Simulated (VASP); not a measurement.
Write the native input for VASP 6.6.1 that does the following.

```
Task                   : single point
Functional             : LDA
Potentials or basis    : VASP PAW LDA potentials, release 64 (W_sv, C)
Cutoff                 : 520 eV
k mesh                 : 2 × 2 × 2
Occupations            : fermi-dirac, width 0.002 eV
Spin                   : no spin polarisation
Dipole correction      : no
Further INCAR settings : LREAL = Auto; ALGO = Normal; EDIFF = 1e-06; NBANDS = 86
```

The structure of WC lies in POSCAR:

```
WC
1.0
   -2.9952430000     -5.1879140000      0.0000000000
    4.4928650000     -2.5939570000      0.0000000000
    0.0000000000      0.0000000000      5.8606050000
W C
8 8
Direct
    0.7459232897      0.5799687976     -0.0312425082
    0.7375448281      0.4771400840      0.4900347319
    0.4893775689     -0.0368351291      0.0535780862
    0.5469886213     -0.0207520504      0.5322829298
    0.2640085077      0.4942435695     -0.0059379535
    0.2286632970      0.4918024779      0.4839943999
   -0.0184047337      0.0047349187     -0.0192642227
    0.0270200364      0.0001628304      0.5036169474
    0.5054341683      0.6162210871      0.2593759518
    0.4857544192      0.7244714728      0.7704665303
    0.2524341878      0.1521972581      0.2660305549
    0.0953770970      0.2809961087      0.7193625914
    0.0113986545      0.6082848561      0.1893319888
    0.0083796882      0.7135534236      0.7033232917
    0.7733582882      0.0929019677      0.2595636457
    0.5445196670      0.2908987297      0.7245156430
```

These files were run (other wordings do the same):

INCAR

```
SYSTEM = WC
PREC = Accurate
ENCUT = 520
EDIFF = 1E-6
ISMEAR = -1
SIGMA = 0.002
LREAL = Auto
LASPH = .True.
NELM = 80
ALGO = Normal
ISIF = 2
LWAVE = .False.
LCHARG = .False.
GGA = CA
NBANDS = 86
```

KPOINTS

```
regular mesh
0
Gamma
  2 2 2
  0 0 0
```

Potentials or basis: VASP PAW LDA potentials, release 64 (W_sv, C).

Run with:

```console
$ cat potpaw_LDA.64/W_sv/POTCAR potpaw_LDA.64/C/POTCAR > POTCAR
$ mpirun -np 1 vasp_std > vasp.out
```

Results of the run:

```yaml
Pressure: -7.6 GPa
Largest_force: 5.288 eV/Å
Band_gap_on_the_k_mesh: zero (bands 72 and 73 overlap by 0.32 eV)
```

Caveat: the k points lie up to 0.61 Å⁻¹ apart; spin-orbit coupling is left out, which moves the levels of the heavy elements; forces of over 1 eV/Å act on the atoms, so gaps and moduli don't describe the material at rest.

Wall time 7.2 min on 1 thread of Intel Xeon 8259CL, on a shared host, peak memory 0.29 GiB.
